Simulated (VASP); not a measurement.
A run of VASP 6.6.1 is set up as follows.

Contents of INCAR:

```
SYSTEM = TiC3
PREC = Accurate ; ENCUT = 600
EDIFF = 1E-6 ; ISMEAR = 0
SIGMA = 0.2 ; LREAL = .FALSE.
LASPH = .TRUE. ; NELM = 120
ALGO = Normal ; ISIF = 2
LWAVE = .FALSE. ; LCHARG = .TRUE.
GGA = PE ; LELF = .TRUE.
LVHAR = .TRUE. ; NBANDS = 20
GGA_COMPAT = .FALSE.
```

Contents of KPOINTS:

```
Automatic mesh
0
G
  6 6 5
  0 0 0
```

POSCAR

```
TiC3
1.0
    3.7797701503      0.0000000000      0.0000000000
   -1.8898850751      3.2733769706      0.0000000000
    0.0000000000      0.0000000000      4.0508371041
Ti C
1 3
Direct
    0.0000000000      0.0000000000      0.5000000000
    0.3333333333      0.6666666667      0.5000000000
    0.6666666667      0.3333333333      0.5000000000
    0.0000000000      0.0000000000      0.0000000000
```

Potentials or basis: VASP PAW PBE potentials, release 64 (Ti_sv, C).

Run with:

```sh
$ cat potpaw_PBE.64/Ti_sv/POTCAR potpaw_PBE.64/C/POTCAR > POTCAR
$ mpirun -np 1 vasp_std > vasp.out
```

**Question.** Estimate the band gap on the k mesh.

**Answer.** Zero (bands 12 and 13 overlap by 1.17 eV).

**Question.** Estimate the pressure.

**Answer.** 0.1 GPa.

Stress tensor (GPa, compression positive):
```
-0.14  0.00  0.00
 0.00 -0.14  0.00
 0.00  0.00  0.48
```
